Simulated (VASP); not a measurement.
Input of a VASP 6.6.1 run:

The input INCAR:

```
SYSTEM = Rb
PREC     = Accurate       ! precision mode
ENCUT    = 520            ! plane-wave cutoff, eV
EDIFF    = 1E-6           ! SCF threshold, eV
ISMEAR   = 0              ! smearing method
SIGMA    = 0.15           ! smearing width, eV
LREAL    = .False.        ! projectors in reciprocal space
LASPH    = .True.         ! aspherical terms in the spheres
NELM     = 60             ! most SCF steps
ALGO     = Normal         ! electronic algorithm
ISIF     = 2              ! what is computed and relaxed
LWAVE    = .False.        ! write WAVECAR
LCHARG   = .True.         ! write CHGCAR
GGA      = PE             ! functional
LELF     = .True.         ! ELF
LVHAR    = .True.       
NBANDS   = 10             ! bands
```

The input KPOINTS:

```
Automatic mesh
0
Gamma
  12 12 12
  0 0 0
```

File POSCAR:

```
Rb
1.0
   -2.5815200000      2.5815200000      2.9182400000
    2.5815200000     -2.5815200000      2.9182400000
    2.5815200000      2.5815200000     -2.9182400000
Rb
1
Direct
    0.0000000000      0.0000000000      0.0000000000
```

Potentials or basis: VASP PAW PBE potentials, release 64 (Rb_sv).

Run with:

```bash
$ cat potpaw_PBE.64/Rb_sv/POTCAR > POTCAR
$ mpirun -np 1 vasp_std > vasp.out
```

(1) Predict the pressure.

(2) Predict the band gap on the k mesh.

Results:

(1) 0.6 GPa.

(2) zero (an odd number of electrons rules out a gap without spin polarisation).

Caveat: the cell differs from its parent crystal (strain -0.080 along x and y, +0.040 along z).
